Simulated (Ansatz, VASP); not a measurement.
# V in VASP and in Ansatz

INCAR

```
SYSTEM = V
  ALGO = Normal
  EDIFF = 1E-7
  ENCUT = 520
  GGA = PE
  ISIF = 2
  ISMEAR = -1
  ISPIN = 2
  LASPH = .True.
  LCHARG = .True.
  LELF = .True.
  LMAXMIX = 4
  LORBIT = 11
  LREAL = .False.
  LVHAR = .True.
  LWAVE = .False.
  MAGMOM = 1
  NBANDS = 16
  NELM = 150
  PREC = Accurate
  SIGMA = 0.05
```

The input KPOINTS:

```
k-points
0
Gamma
  11 11 11
  0 0 0
```

The input POSCAR:

```
V
1.0
   -1.5391798229      1.5391798229      1.5391798229
    1.5391798229     -1.5391798229      1.5391798229
    1.5391798229      1.5391798229     -1.5391798229
V
1
Direct
    0.0000000000      0.0000000000      0.0000000000
```

Input for Ansatz:

```yaml
crystal:
  lattice:
    - [-1.5391798229425735, 1.5391798229425735, 1.5391798229425735]
    - [1.5391798229425735, -1.5391798229425735, 1.5391798229425735]
    - [1.5391798229425735, 1.5391798229425735, -1.5391798229425735]
  atoms:
    - { symbol: V, position: [0.0, 0.0, 0.0], spin: 1.0 }
basis:
  ecutwfc: 550.0
kpoints:
  mp_grid:
    grid: [11, 11, 11]
hamiltonian:
  xc: pbe
magnetization:
  spin_polarized: true
scf:
  occupations:
    method: fermi_dirac
    width: 0.05
```

Alike in both runs: task single point; functional PBE; k mesh 11 × 11 × 11; occupations fermi-dirac, width 0.05 eV; collinear spin.

|  | VASP | Ansatz |
| --- | --- | --- |
| version | VASP 6.6.1 | Ansatz 0.2.0 |
| potentials or method | VASP PAW PBE potentials, release 64 (V_sv), cutoff 520 eV | plane waves, PAW |
| valence electrons in the cell | 13 | 13 |

```tsv
	VASP	Ansatz	Ansatz less VASP
net moment per atom (μB)	0.00	0.00	0.000
```

Ansatz's warnings: seeded moment not kept.
